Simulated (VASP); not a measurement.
Wanted: the native input for a VASP 6.6.1 run.

* Task: single point
* Functional: revPBE
* Potentials or basis: VASP PAW PBE potentials, release 64 (Rb_sv)
* Cutoff: 520 eV
* k mesh: 11 × 11 × 11
* Occupations: fermi-dirac, width 0.1 eV
* Spin: no spin polarisation
* Dipole correction: no
* Further INCAR settings: ALGO = Normal; EDIFF = 1e-07; NBANDS = 10

The structure of Rb lies in POSCAR:

```
Rb
1.0
    4.7591779662      0.0000000000      0.0000000000
    0.0000000000      4.7591779662      0.0000000000
    0.0000000000      0.0000000000      4.7591779662
Rb
1
Direct
    0.0000000000      0.0000000000      0.0000000000
```

The input as run:

INCAR

```
  PREC = Accurate
  ENCUT = 520
  EDIFF = 1E-7
  ISMEAR = -1
  SIGMA = 0.1
  LREAL = False
  LASPH = True
  NELM = 80
  ALGO = Normal
  ISIF = 2
  LWAVE = False
  LCHARG = False
  GGA = RE
  NBANDS = 10
```

KPOINTS

```
Automatic mesh
0
Gamma
  11 11 11
```

Potentials or basis: VASP PAW PBE potentials, release 64 (Rb_sv).

Command:

```bash
$ cat potpaw_PBE.64/Rb_sv/POTCAR > POTCAR
$ mpirun -np 1 vasp_std > vasp.out
```

It gave:

```
Pressure : 0.0 GPa
```

Caveat: the PAW data sets were made with another functional, which shifts forces and pressure a little.

Wall time 37 s on 1 thread of AMD EPYC 9R45 (Zen 5) (shared host), peak memory 0.19 GiB.
